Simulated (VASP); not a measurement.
# TePb: single point with r2SCAN

Crystal: TePb.

```xyz
2
Lattice="0.0000 3.0657 3.0657 3.0657 0.0000 3.0657 3.0657 3.0657 0.0000" Properties=species:S:1:pos:R:3 pbc="T T T"
Te    3.0657    3.0657    3.0657
Pb    0.0000    0.0000    0.0000
```

This cell differs from its parent crystal: strain -0.050 along x and y, -0.050 along z.

```
Program             : VASP 6.6.1
Task                : single point
Functional          : r2SCAN
Potentials or basis : VASP PAW PBE potentials, release 64 (Te, Pb_d)
Cutoff              : 520 eV
k mesh              : 8 × 8 × 8
Occupations         : gaussian, width 0.05 eV
Spin                : no spin polarisation
```

* Pressure: 12.4 GPa
* Band gap on the k mesh: 0.57 eV, direct

Levels at points of the mesh, in eV from the valence-band top:
```
           k point  band 8  band 9  band 10  band 11  band 12  band 13
(0.00, 0.00, 0.00)   -2.32   -2.32    -2.32     4.36     4.36     4.36
(0.50, 0.00, 0.00)   -1.69   -1.69     0.00     0.57     0.80     0.80
(0.50, 0.50, 0.00)   -6.23   -4.14    -4.14     2.71     6.31     6.31
```

It took 56 s on 1 thread of Intel(R) Xeon(R) Platinum 8259CL CPU @ 2.50GHz (Skylake/Cascade Lake), on a shared host, peak memory 0.2 GiB.

Caveat: the cell differs from its parent crystal (strain -0.050 along x and y, -0.050 along z); the PAW data sets were made with another functional, which shifts forces and pressure a little; spin-orbit coupling is left out, which moves the levels of the heavy elements. A k mesh can miss the band edges.
